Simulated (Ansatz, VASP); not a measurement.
**PbSe: VASP beside Ansatz**

INCAR

```
SYSTEM = PbSe
ALGO = Normal ; EDIFF = 1E-6
ENCUT = 520 ; GGA = PE
ISIF = 2 ; ISMEAR = -1
LASPH = .TRUE. ; LCHARG = .FALSE.
LREAL = .FALSE. ; LWAVE = .FALSE.
NBANDS = 17 ; NELM = 60
PREC = Accurate ; SIGMA = 0.05
```

Contents of KPOINTS:

```
k-points
0
G
  4 4 4
  0 0 0
```

The input POSCAR:

```
PbSe
1.0
    0.0000000000      3.0606500000      3.0606500000
    3.0606500000      0.0000000000      3.0606500000
    3.0606500000      3.0606500000      0.0000000000
Pb Se
1 1
Direct
    0.0000000000      0.0000000000      0.0000000000
    0.5000000000      0.5000000000      0.5000000000
```

File input.yaml:

```yaml
crystal:
  lattice:
    - [0.0, 3.06065, 3.06065]
    - [3.06065, 0.0, 3.06065]
    - [3.06065, 3.06065, 0.0]
  atoms:
    - { symbol: Pb, position: [0.0, 0.0, 0.0] }
    - { symbol: Se, position: [0.5, 0.5, 0.5] }
kpoints:
  mp_grid: { grid: [4, 4, 4] }
scf:
  occupations: { method: fermi_dirac, width: 0.05 }
hamiltonian:
  xc: pbe
  pseudopotentials: { kind: all_electron, datasets: crystal }
output:
  forces: true
  stress: true
  eigenvalues: true
  elf: true
  volumetric_format: npy
```

Alike in both runs: task single point; functional PBE; k mesh 4 × 4 × 4; occupations fermi-dirac, width 0.05 eV; no spin polarisation.

|  | VASP | Ansatz |
| --- | --- | --- |
| version | VASP 6.6.1 | Ansatz 0.2.0 |
| potentials or method | VASP PAW PBE potentials, release 64 (Pb_d, Se), cutoff 520 eV | all-electron PAW datasets made for the crystal |

```tsv
	VASP	Ansatz	Ansatz less VASP
gap on the k mesh at the Fermi level (eV)	0.29	0.29	-0.006
least direct gap on the mesh (eV)	0.29	0.29	-0.006
pressure (GPa)	2.4	2.4	+0.02
```

Ansatz ran all-electron here, and VASP with PAW potentials.

The k mesh is coarse, so the values compare programs but aren't converged. Neither program's run includes spin-orbit coupling.
